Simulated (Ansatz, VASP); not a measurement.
One calculation of SiC, two programs

Contents of POSCAR:

```
SiC
1.0
    3.0753564236      0.0000000000      0.0000000000
   -1.5376782118      2.6633367885      0.0000000000
    0.0000000000      0.0000000000      5.0481087552
Si C
2 2
Direct
    0.3333333333      0.6666666667      0.4995917705
    0.6666666667      0.3333333333      0.9995917705
    0.3333333333      0.6666666667      0.8754082295
    0.6666666667      0.3333333333      0.3754082295
```

INCAR.step1

```
PREC = Accurate
ENCUT = 520
EDIFF = 1E-5
ISMEAR = 0
SIGMA = 0.01
LREAL = F
LASPH = T
NELM = 80
ALGO = Normal
ISIF = 2
LWAVE = T
LCHARG = F
GGA = PE
NBANDS = 16
```

The input INCAR.step2:

```
PREC = Accurate
ENCUT = 520
EDIFF = 1E-7
ISMEAR = 0
SIGMA = 0.01
LREAL = F
LASPH = T
NELM = 80
ALGO = Normal
ISIF = 2
LWAVE = F
LCHARG = F
GGA = PE
LHFCALC = T
HFSCREEN = 0.2079
PRECFOCK = Normal
ISTART = 1
NBANDS = 16
```

KPOINTS

```
Automatic mesh
0
Gamma
  4 4 4
```

Input for Ansatz:

```yaml
crystal:
  lattice:
    - [3.0753564236, 0.0, 0.0]
    - [-1.5376782118, 2.6633367885, 0.0]
    - [0.0, 0.0, 5.0481087552]
  atoms:
    - { symbol: Si, position: [0.3333333333, 0.6666666667, 0.4995917705] }
    - { symbol: Si, position: [0.6666666667, 0.3333333333, 0.9995917705] }
    - { symbol: C, position: [0.3333333333, 0.6666666667, 0.8754082295] }
    - { symbol: C, position: [0.6666666667, 0.3333333333, 0.3754082295] }
kpoints:
  mp_grid: { grid: [4, 4, 4] }
hamiltonian:
  xc: hse06
scf:
  occupations: { method: fixed }
  n_extra_bands: 5
output:
  forces: true
  stress: true
  eigenvalues: true
```

Alike in both runs: task single point; functional HSE06; k mesh 4 × 4 × 4; no spin polarisation.

|  | VASP | Ansatz |
| --- | --- | --- |
| version | VASP 6.6.1 | Ansatz 0.2.0 |
| potentials or method | VASP PAW PBE potentials, release 64 (Si, C) | plane waves |
| plane-wave cutoff (eV) | 520 | 420 |
| occupations | gaussian, width 0.01 eV | fixed |
| valence electrons in the cell | 16 | 16 |

Ansatz gave:

- gap on the k mesh at the Fermi level (eV): 3.75
- pressure (GPa): -1.0
- traceless stress, the component that is largest in VASP (GPa): -1.03
- rms of the force components (eV/Å): 0.033

Which values does VASP return?

gap on the k mesh at the Fermi level (eV): 3.75; pressure (GPa): -1.4; traceless stress, the component that is largest in VASP (GPa): -0.95; rms of the force components (eV/Å): 0.033.

Atom by atom the forces differ by 0.001 eV/Å (rms over components). Ansatz's warnings: stress exchange threshold loose, stress scf threshold loose.

The k mesh is coarse, so the values compare programs but aren't converged.
